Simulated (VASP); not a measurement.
SnO: single point with r2SCAN+rVV10

The system is SnO.

```
Sn O
1.0
     3.78810    0.00000    0.00000
     0.00000    3.78810    0.00000
     0.00000    0.00000    4.85411
Sn O
2 2
Direct
  0.50000 0.00000 0.76463
  0.00000 0.50000 0.23537
  0.00000 0.00000 0.00000
  0.50000 0.50000 0.00000
```

```json
{"Program": "VASP 6.6.1", "Task": "single point", "Functional": "r2SCAN", "Dispersion": "rVV10", "Potentials or basis": "VASP PAW PBE potentials, release 64 (Sn_d, O)", "Cutoff": "660 eV", "k mesh": "7 × 7 × 6", "Occupations": "fermi-dirac, width 0.05 eV", "Spin": "no spin polarisation", "Dipole correction": "no", "Further INCAR settings": "ALGO = Normal; EDIFF = 1e-06; NBANDS = 28"}
```

The pressure is 1.0 GPa, the largest force is 0.329 eV/Å and the band gap on the k mesh is 0.39 eV (least direct gap 2.32 eV).

Forces in eV/Å, atoms in the order of the input:
```
Sn   0.000  0.000 -0.329
Sn   0.000  0.000  0.329
O    0.000  0.000  0.000
O    0.000  0.000  0.000
```

Stress tensor (GPa, compression positive):
```
1.19 0.00 0.00
0.00 1.19 0.00
0.00 0.00 0.74
```

Levels at points of the mesh, in eV from the valence-band top:
| k point | band 16 | band 17 | band 18 | band 19 | band 20 | band 21 | band 22 | band 23 | band 24 | band 25 |
| --- | --- | --- | --- | --- | --- | --- | --- | --- | --- | --- |
| (0.00, 0.00, 0.00) | -6.90 | -4.01 | -3.71 | -3.71 | 0.00 | 2.37 | 4.45 | 4.90 | 4.90 | 6.03 |
| (0.00, 0.00, 0.50) | -4.07 | -3.72 | -3.72 | -3.12 | -2.63 | 1.91 | 3.13 | 3.13 | 3.81 | 8.24 |

It took 6.4 min on 1 thread of AMD EPYC 9R45 (Zen 5), on a shared host, peak memory 0.39 GiB.

Caveat: the PAW data sets were made with another functional, which shifts forces and pressure a little; spin-orbit coupling is left out, which moves the levels of the heavy elements; an odd mesh through Γ misses points on the zone boundary, where band edges can lie.
